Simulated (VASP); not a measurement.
# CsSnI3 (Pm-3m) in VASP: a series of runs

Runs on CsSnI3. Level: PBE. Tasks: single point.

All numbers are computed with VASP 6.6.1; they aren't measurements. Logs are shortened: lines on timing, memory, paths and dates and some standing lists are left out, and cuts for length are marked.

## Step 1: The cell of the first run

It takes space group Pm-3m (No. 221, cubic). Conventional cell: a = 6.534 Å, b = 6.534 Å, c = 6.534 Å, α = 90.00°, β = 90.00°, γ = 90.00°. Sn (site symmetry m-3m) has 6 I at 3.27 Å within 4.3 Å. I (site symmetry 4/mmm) has 2 Sn at 3.27 Å within 4.3 Å.

## Step 2: Single point, PBE (equal strain along all axes, cell held: +4.0 %)

Input file INCAR:

```
SYSTEM = CsSnI3
PREC = Accurate ; ENCUT = 520
EDIFF = 1E-6 ; ISMEAR = 0
SIGMA = 0.02 ; LREAL = .FALSE.
LASPH = .TRUE. ; NELM = 100
ALGO = Normal ; ISIF = 2
LWAVE = .FALSE. ; LCHARG = .FALSE.
GGA = PE ; NBANDS = 30
```

Input file KPOINTS:

```
regular mesh
0
G
  6 6 6
  0 0 0
```

Input file POSCAR:

```
CsSnI3
1.0
    6.5344969664      0.0000000000      0.0000000000
    0.0000000000      6.5344969664      0.0000000000
    0.0000000000      0.0000000000      6.5344969664
Cs Sn I
1 1 3
Direct
    0.0000000000      0.0000000000      0.0000000000
    0.5000000000      0.5000000000      0.5000000000
    0.0000000000      0.5000000000      0.5000000000
    0.5000000000      0.0000000000      0.5000000000
    0.5000000000      0.5000000000      0.0000000000
```

Potentials or basis: VASP PAW PBE potentials, release 64 (Cs_sv, Sn_d, I).

Run with:

```
cat potpaw_PBE.64/Cs_sv/POTCAR potpaw_PBE.64/Sn_d/POTCAR potpaw_PBE.64/I/POTCAR > POTCAR
mpirun -np 1 vasp_std > vasp.out
```

OUTCAR:

```text
SYSTEM = CsSnI3
   PREC = Accurate
   ENCUT = 520
   EDIFF = 1E-6
   ISMEAR = 0
   LREAL = .FALSE.
   LASPH = .TRUE.
   NELM = 100
   ISIF = 2
   GGA = PE

 ion  position               nearest neighbor table
   1  0.000  0.000  0.000-
   2  0.500  0.500  0.500-   3 3.27   4 3.27   5 3.27   5 3.27   4 3.27   3 3.27
   3  0.000  0.500  0.500-   2 3.27   2 3.27
   4  0.500  0.000  0.500-   2 3.27   2 3.27
   5  0.500  0.500  0.000-   2 3.27   2 3.27

  LATTYP: Found a simple cubic cell.
 ALAT       =     6.5344969664

  Lattice vectors:

 A1 = (   6.5344969664,   0.0000000000,   0.0000000000)
 A2 = (   0.0000000000,   6.5344969664,   0.0000000000)
 A3 = (   0.0000000000,   0.0000000000,   6.5344969664)

Analysis of symmetry for initial positions (statically):
=====================================================================
 Subroutine PRICEL returns:
 Original cell was already a primitive cell.

 Routine SETGRP: Setting up the symmetry group for a
 simple cubic supercell.

 Subroutine GETGRP returns: Found 48 space group operations
 (whereof 48 operations were pure point group operations)
 out of a pool of 48 trial point group operations.

The static configuration has the point symmetry O_h .

Analysis of symmetry for dynamics (positions and initial velocities):
=====================================================================
 Subroutine PRICEL returns:
 Original cell was already a primitive cell.

 Routine SETGRP: Setting up the symmetry group for a
 simple cubic supercell.

 Subroutine GETGRP returns: Found 48 space group operations
 (whereof 48 operations were pure point group operations)
 out of a pool of 48 trial point group operations.

The dynamic configuration has the point symmetry O_h .

 Subroutine INISYM returns: Found 48 space group operations
 (whereof 48 operations are pure point group operations),
 and found     1 'primitive' translations

----------------------------------------------------------------------------------------

                                     Primitive cell

  volume of cell :     279.0207

  direct lattice vectors                    reciprocal lattice vectors
     6.534496966  0.000000000  0.000000000     0.153033968  0.000000000  0.000000000
     0.000000000  6.534496966  0.000000000     0.000000000  0.153033968  0.000000000
     0.000000000  0.000000000  6.534496966     0.000000000  0.000000000  0.153033968

  length of vectors
     6.534496966  6.534496966  6.534496966     0.153033968  0.153033968  0.153033968

  position of ions in fractional coordinates (direct lattice)
     0.000000000  0.000000000  0.000000000
     0.500000000  0.500000000  0.500000000
     0.000000000  0.500000000  0.500000000
     0.500000000  0.000000000  0.500000000
     0.500000000  0.500000000  0.000000000

  ion indices of the primitive-cell ions
   primitive index   ion index
                 1           1
                 2           2
                 3           3
                 4           4
                 5           5

----------------------------------------------------------------------------------------

 KPOINTS: regular mesh

Automatic generation of k-mesh.
 Grid dimensions read from file:
 generate k-points for:    6    6    6

 Generating k-lattice:

  Cartesian coordinates                     Fractional coordinates (reciprocal lattice)
     0.025505661  0.000000000  0.000000000     0.166666667  0.000000000  0.000000000
     0.000000000  0.025505661  0.000000000     0.000000000  0.166666667  0.000000000
     0.000000000  0.000000000  0.025505661     0.000000000  0.000000000  0.166666667

  Length of vectors
     0.025505661  0.025505661  0.025505661

  Shift w.r.t. Gamma in fractional coordinates (k-lattice)
     0.000000000  0.000000000  0.000000000

 Subroutine IBZKPT returns following result:
 ===========================================

 Found     20 irreducible k-points:

 Following reciprocal coordinates:
            Coordinates               Weight
  0.000000  0.000000  0.000000      1.000000
  0.166667  0.000000  0.000000      6.000000
  0.333333  0.000000  0.000000      6.000000
  0.500000  0.000000  0.000000      3.000000
  0.166667  0.166667  0.000000     12.000000
  0.333333  0.166667  0.000000     24.000000
[... 12 lines left out ...]
  0.500000  0.500000  0.333333      6.000000
  0.500000  0.500000  0.500000      1.000000
   k-points           NKPTS =     20   k-points in BZ     NKDIM =     20   number of bands    NBANDS=     30
   number of dos      NEDOS =    301   number of ions     NIONS =      5
   total plane-waves  NPLWV = 125000
   dimension x,y,z NGX =    50 NGY =   50 NGZ =   50
   dimension x,y,z NGXF=   100 NGYF=  100 NGZF=  100
   ions per type =               1   1   3
   NGX,Y,Z   is equivalent  to a cutoff of  12.72, 12.72, 12.72 a.u.
   NGXF,Y,Z  is equivalent  to a cutoff of  25.44, 25.44, 25.44 a.u.
 SYSTEM =  CsSnI3
   PREC   = accura    normal or accurate (medium, high low for compatibility)
   ISTART =      0    job   : 0-new  1-cont  2-samecut
   ICHARG =      2    charge: 1-file 2-atom 10-const
   ISPIN  =      1    spin polarized calculation?
   LNONCOLLINEAR =      F non collinear calculations
   LSORBIT =      F    spin-orbit coupling
   LASPH  =      T    aspherical Exc in radial PAW
   ENCUT  =  520.0 eV  38.22 Ry    6.18 a.u.  12.15 12.15 12.15*2*pi/ulx,y,z
   NELM   =    100;   NELMIN=  2; NELMDL= -5     # of ELM steps
   EDIFF  = 0.1E-05   stopping-criterion for ELM
   LREAL  =      F    real-space projection
[... 7 lines left out ...]
   TEBEG  =    0.0;   TEEND  =   0.0 temperature during run
   PSTRESS=    0.0 pullay stress
   NELECT =      44.0000    total number of electrons
   NUPDOWN=      -1.0000    fix difference up-down
   EMIN   =  10.00;   EMAX   =-10.00  energy-range for DOS
   EFERMI =   0.00;   METHOD = LEGACY
   ISMEAR =     0;   SIGMA  =   0.02  broadening in eV -4-tet -1-fermi 0-gaus
   EFERMI_NEDOS =   21; number of points for ismear=-14 and -15
   IALGO  =     38    algorithm
   IMIX   =      4    mixing-type and parameters
     AMIX     =   0.40;   BMIX     =  1.00
     AMIX_MAG =   1.60;   BMIX_MAG =  1.00
  volume/ion in A,a.u.               =      55.80       376.58
  Fermi-wavevector in a.u.,A,eV,Ry     =   0.884464  1.671395 10.643522  0.782277
  Thomas-Fermi vector in A             =   2.005368
   LORBIT       =      0    0 simple, 1 ext, 2 COOP (PROOUT), +10 PAW based schemes
   GGA     = PE    functional components
   LHFCALC =     F    Hartree Fock is set to
   AEXX    =    0.0000 exact exchange contribution
   IVDW    =     0    specifies the selected vdW correction
   LEPSILON=     F    determine dielectric tensor
   LRPA    =     F    only Hartree local field effects (RPA)
 non-spin polarized calculation
 Gauss-broadening in eV      SIGMA  =   0.02
  energy-cutoff  :      520.00
  volume of cell :      279.02
 maximum number of plane-waves:      7568
 NGX is ok and might be reduce to    50
   NGX = 25   NGY = 25   NGZ = 25

 number of electron      43.9999980 magnetization

 Free energy of the ion-electron system (eV)
  ---------------------------------------------------
  ext. energy  EPLUGINS =         0.00000000
  ---------------------------------------------------
  free energy    TOTEN  =       -13.88460673 eV

  energy without entropy =      -13.88460673  energy(sigma->0) =      -13.88460673

 E-fermi :   1.2961     XC(G=0):  -6.9080

 val. band max:        1.1230837864   @ k =   0.5000   0.5000   0.5000
 cond. band min:       2.0217940047   @ k =   0.5000   0.5000   0.5000
 fundamental gap:      0.8987102183
 Fermi energy:         1.2960966167

 k-point     1 :       0.0000    0.0000    0.0000
  band No.  band energies     occupation
      1     -20.6262      2.00000
      2     -20.5869      2.00000
      3     -20.5869      2.00000
      4     -20.5818      2.00000
      5     -20.5818      2.00000
      6     -20.5818      2.00000
[... 22 lines left out ...]
     29       5.5361      0.00000
     30       5.5361      0.00000

 k-point     2 :       0.1667    0.0000    0.0000
  band No.  band energies     occupation
      1     -20.6262      2.00000
      2     -20.5869      2.00000
      3     -20.5867      2.00000
      4     -20.5819      2.00000
      5     -20.5819      2.00000
      6     -20.5818      2.00000
[... 22 lines left out ...]
     29       5.5792      0.00000
     30       5.7919      0.00000

 k-point     3 :       0.3333    0.0000    0.0000
  band No.  band energies     occupation
      1     -20.6261      2.00000
      2     -20.5869      2.00000
      3     -20.5865      2.00000
      4     -20.5819      2.00000
      5     -20.5819      2.00000
      6     -20.5818      2.00000
[... 22 lines left out ...]
     29       5.8160      0.00000
     30       6.3245      0.00000

 k-point     4 :       0.5000    0.0000    0.0000
  band No.  band energies     occupation
      1     -20.6261      2.00000
      2     -20.5869      2.00000
      3     -20.5863      2.00000
      4     -20.5819      2.00000
      5     -20.5819      2.00000
      6     -20.5818      2.00000
[... 22 lines left out ...]
     29       6.1065      0.00000
     30       6.3366      0.00000

 k-point     5 :       0.1667    0.1667    0.0000
  band No.  band energies     occupation
      1     -20.6261      2.00000
      2     -20.5868      2.00000
      3     -20.5867      2.00000
      4     -20.5819      2.00000
      5     -20.5819      2.00000
      6     -20.5819      2.00000
[... 22 lines left out ...]
     29       5.7754      0.00000
     30       5.8955      0.00000
[... 394 lines left out ...]
     29       6.0922      0.00000
     30       6.7606      0.00000

 k-point    18 :       0.5000    0.3333    0.3333
  band No.  band energies     occupation
      1     -20.6259      2.00000
      2     -20.5863      2.00000
      3     -20.5861      2.00000
      4     -20.5819      2.00000
      5     -20.5819      2.00000
      6     -20.5819      2.00000
[... 22 lines left out ...]
     29       6.0798      0.00000
     30       6.6302      0.00000

 k-point    19 :       0.5000    0.5000    0.3333
  band No.  band energies     occupation
      1     -20.6258      2.00000
      2     -20.5862      2.00000
      3     -20.5861      2.00000
      4     -20.5820      2.00000
      5     -20.5819      2.00000
      6     -20.5819      2.00000
[... 22 lines left out ...]
     29       5.9344      0.00000
     30       6.7331      0.00000

 k-point    20 :       0.5000    0.5000    0.5000
  band No.  band energies     occupation
      1     -20.6258      2.00000
      2     -20.5861      2.00000
      3     -20.5861      2.00000
      4     -20.5820      2.00000
      5     -20.5820      2.00000
      6     -20.5820      2.00000
[... 22 lines left out ...]
     29       5.8348      0.00000
     30       6.8778      0.00000

------------------------ aborting loop because EDIFF is reached ----------------------------------------

  FORCE on cell =-STRESS in cart. coord.  units (eV):
  Direction    XX          YY          ZZ          XY          YZ          ZX
  --------------------------------------------------------------------------------------
  -------------------------------------------------------------------------------------
  Total       -2.4007833     -2.4007833     -2.4007833     -0.0000000      0.0000000     -0.0000000
  in kB      -13.7856440    -13.7856440    -13.7856440     -0.0000000      0.0000000     -0.0000000
  external PRESSURE =     -13.7856440 kB  Pullay stress =       0.0000000 kB

 VOLUME and BASIS-vectors are now :
 -----------------------------------------------------------------------------
  energy-cutoff  :      520.00
  volume of cell :      279.02
      direct lattice vectors                 reciprocal lattice vectors
     6.534496966  0.000000000  0.000000000     0.153033968  0.000000000  0.000000000
     0.000000000  6.534496966  0.000000000     0.000000000  0.153033968  0.000000000
     0.000000000  0.000000000  6.534496966     0.000000000  0.000000000  0.153033968

 POSITION                                       TOTAL-FORCE (eV/Angst)
 -----------------------------------------------------------------------------------
      0.00000      0.00000      0.00000         0.000000      0.000000      0.000000
      3.26725      3.26725      3.26725         0.000000      0.000000      0.000000
      0.00000      3.26725      3.26725         0.000000      0.000000      0.000000
      3.26725      0.00000      3.26725         0.000000      0.000000      0.000000
      3.26725      3.26725      0.00000         0.000000      0.000000      0.000000
 -----------------------------------------------------------------------------------
    total drift:                                0.000000     -0.000000      0.000000

  FREE ENERGIE OF THE ION-ELECTRON SYSTEM (eV)
  ---------------------------------------------------
  free  energy   TOTEN  =       -13.8846067274 eV

  energy  without entropy=      -13.8846067274  energy(sigma->0) =      -13.88460673
```

Wall time 85 s (1 thread of Intel Xeon 6975P-C (Granite Rapids), shared host); peak memory 0.44 GiB.

What came out:

* Free energy: -13.8846 eV
* Pressure: -1.4 GPa
* Band gap on the k mesh: 0.90 eV

Caveat: the cell differs from its parent crystal (equal strain along all axes, cell held: +4.0 %); spin-orbit coupling is left out, which moves the levels of the heavy elements. A k mesh can miss the band edges.

## Step 3: Single point, PBE

Input file INCAR:

```
ALGO = Normal
EDIFF = 1E-6
ENCUT = 520
GGA = PE
ISIF = 2
ISMEAR = 0
LASPH = True
LCHARG = True
LELF = True
LREAL = False
LVHAR = True
LWAVE = False
NBANDS = 30
NELM = 100
PREC = Accurate
SIGMA = 0.02
```

Input file KPOINTS:

```
k-points
0
Gamma
  6 6 6
```

POSCAR is that of step 2.

Potentials or basis: VASP PAW PBE potentials, release 64 (Cs_sv, Sn_d, I).

Run with:

```
cat potpaw_PBE.64/Cs_sv/POTCAR potpaw_PBE.64/Sn_d/POTCAR potpaw_PBE.64/I/POTCAR > POTCAR
mpirun -np 1 vasp_std > vasp.out
```

It took 83 s on 1 thread of Intel Xeon 6975P-C (Granite Rapids), shared host; peak memory 0.44 GiB.

Results (log left out):

* Free energy: -13.8846 eV
* Pressure: -1.4 GPa
* Band gap on the k mesh: 0.90 eV

Levels at points of the mesh, in eV from the valence-band top:
```tsv
k point	band 19	band 20	band 21	band 22	band 23	band 24	band 25	band 26
(0.00, 0.00, 0.00)	-1.41	-1.33	-1.33	-1.33	2.84	4.02	4.02	4.38
(0.50, 0.00, 0.00)	-1.52	-1.40	-1.40	-1.07	1.53	4.14	4.19	4.19
(0.50, 0.50, 0.00)	-1.64	-1.64	-0.98	-0.53	1.25	1.25	3.96	4.71
(0.50, 0.50, 0.50)	-0.97	-0.97	-0.97	0.00	0.90	0.90	0.90	3.74
```

Caveat: spin-orbit coupling is left out, which moves the levels of the heavy elements. A k mesh can miss the band edges.
